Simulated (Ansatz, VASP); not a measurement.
# Two plane-wave programs on Hf

```
CELL_PARAMETERS angstrom
5.17609 0.00000 0.00000
-2.58805 4.48263 0.00000
0.00000 0.00000 8.56215
ATOMIC_POSITIONS crystal
Hf 0.33333 0.66667 0.06303
Hf 0.66667 0.33333 0.56303
Hf 0.33333 0.66667 0.43697
Hf 0.66667 0.33333 0.93697
```

Alike in both runs: task single point; functional LDA; k mesh 6 × 6 × 2; occupations gaussian, width 0.1 eV; no spin polarisation.

```csv
,VASP,Ansatz
version,VASP 6.6.1,Ansatz 0.2.0
potentials or method,"VASP PAW LDA potentials, release 64 (Hf_pv), cutoff 520 eV","scalar-relativistic, plane waves, PAW"
valence electrons in the cell,40,104
```

|  | VASP | Ansatz | Ansatz less VASP |
| --- | --- | --- | --- |
| gap on the k mesh at the Fermi level (eV) | none | none | - |
| pressure (GPa) | -9.1 | -9.1 | +0.04 |
| rms of the force components (eV/Å) | 0.068 | 0.066 | -0.0019 |

LDA's correlation is that of Perdew and Zunger in VASP and of Perdew and Wang (1992) in Ansatz. Atom by atom the forces differ by 0.002 eV/Å (rms over components). A gap of «none» marks a metal or a gap that the smearing closes. VASP's potentials hold 40 valence electrons a cell and Ansatz's 104, so a difference there can come from the potentials and not from the codes.

The k mesh is coarse, so the values compare programs but aren't converged. Neither program's run includes spin-orbit coupling.
